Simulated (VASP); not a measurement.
A run of VASP 6.6.1:

Contents of INCAR:

```
PREC = Accurate
ENCUT = 520
EDIFF = 1E-7
ISMEAR = -1
SIGMA = 0.05
LREAL = False
LASPH = True
NELM = 60
ALGO = Normal
ISIF = 2
LWAVE = False
LCHARG = True
GGA = PE
LELF = True
LVHAR = True
NBANDS = 22
```

The input KPOINTS:

```
regular mesh
0
Gamma
  7 7 10
```

File POSCAR:

```
Sr
1.0
    5.1740456064      0.0000000000      0.0000000000
   -2.5870228032      4.4808549354      0.0000000000
    0.0000000000      0.0000000000      3.0367939651
Sr
3
Direct
    0.0000000000      0.0000000000      0.0000000000
    0.3333333333      0.6666666667      0.5000000000
    0.6666666667      0.3333333333      0.5000000000
```

Potentials or basis: VASP PAW PBE potentials, release 64 (Sr_sv).

Run with:

```sh
$ cat potpaw_PBE.64/Sr_sv/POTCAR > POTCAR
$ mpirun -np 1 vasp_std > vasp.out
```

Hardware: 1 thread of Intel(R) Xeon(R) 6975P-C (Granite Rapids) (shared host).

How long does it take, and how much memory?

Wall time 27 s on 1 thread of Intel(R) Xeon(R) 6975P-C (Granite Rapids) (shared host), peak memory 0.21 GiB. Counts: scf iterations 14, k points 48.
